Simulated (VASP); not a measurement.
The system is Si4W.

```
Si W
1.0
     2.76500   -4.90000    0.00000
     2.76500    4.90000    0.00000
     0.00000    0.00000    5.50000
Si W
8 2
Direct
  0.54800 0.79800 0.16100
  0.45200 0.20200 0.16100
  0.20200 0.45200 0.83900
  0.79800 0.54800 0.83900
  0.04800 0.29800 0.33900
  0.70200 0.95200 0.66100
  0.95200 0.70200 0.33900
  0.29800 0.04800 0.66100
  0.00000 0.00000 0.00000
  0.50000 0.50000 0.50000
```

```yaml
Program: VASP 6.6.1
Task: relaxation of cell and atoms
Functional: PBE
Potentials_or_basis: VASP PAW PBE potentials, release 64 (Si, W_sv)
Cutoff: 600 eV
k_mesh: 4 × 4 × 3
Occupations: gaussian, width 0.2 eV
Spin: no spin polarisation
```

At the start: pressure 23.4 GPa; volume 14.90 Å³/atom.

Problem. How do energy, volume and symmetry change on relaxing?

Solution. Over 27 steps the energy falls by 585.3 meV/atom and the volume is 14.85 Å³/atom (-0.3 %); space group Ccce (No. 68, to 0.1 Å) before and after.

The path:
```tsv
step	energy change (eV)	largest force (eV/Å)	pressure (GPa)	volume (Å³)
1	0.0000	2.1838	23.43	149.03
2	-0.0320	0.4643	-16.93	200.86
3	-1.9769	0.4495	-3.06	171.95
4	-1.9795	0.4880	-2.46	171.18
5	-2.2776	0.2978	-1.47	167.55
6	-2.5733	0.9542	2.01	160.46
7	-2.7476	1.1436	1.40	160.09
8	-3.1509	1.5448	0.13	158.41
9	-3.4969	1.4377	0.40	152.48
10	0.0156	2.2812	47.14	130.06
11	-3.7837	1.0270	0.30	151.49
12	-4.8262	0.8545	10.86	142.34
13	-4.0413	0.9519	24.62	136.60
14	-4.8508	0.8520	12.83	141.35
15	-4.9724	0.7891	12.61	141.95
16	-5.0327	0.6962	12.65	142.90
17	-5.1592	0.6532	10.91	143.96
18	-5.4486	0.5485	6.05	147.14
19	-5.6646	0.4299	-2.14	153.61
20	-5.6895	0.4085	-1.96	153.26
21	-5.7497	0.3424	-1.39	152.19
22	-5.8013	0.2374	-0.05	150.02
23	-5.8194	0.1985	0.04	149.71
24	-5.8350	0.2277	0.29	149.03
25	-5.8442	0.1516	-0.06	149.17
26	-5.8508	0.0324	-0.70	149.46
27	-5.8528	0.0482	0.22	148.53
```

Final structure:
```
CELL_PARAMETERS angstrom
3.77711 -3.15201 0.00000
3.77711 3.15201 0.00000
0.00000 0.00000 6.23785
ATOMIC_POSITIONS crystal
Si 0.49639 0.76157 0.14011
Si 0.50361 0.23843 0.14011
Si 0.23843 0.50361 0.85989
Si 0.76157 0.49639 0.85989
Si 0.99639 0.26157 0.35989
Si 0.73843 0.00361 0.64011
Si 0.00361 0.73843 0.35989
Si 0.26157 0.99639 0.64011
W 0.00000 0.00000 0.00000
W 0.50000 0.50000 0.50000
```

Caveat: the k points lie up to 0.34 Å⁻¹ apart in the final cell, too coarse for converged energies and pressures of a metal; the relaxation stopped at a loose force limit of 0.08 eV/Å, so its end isn't a converged minimum.
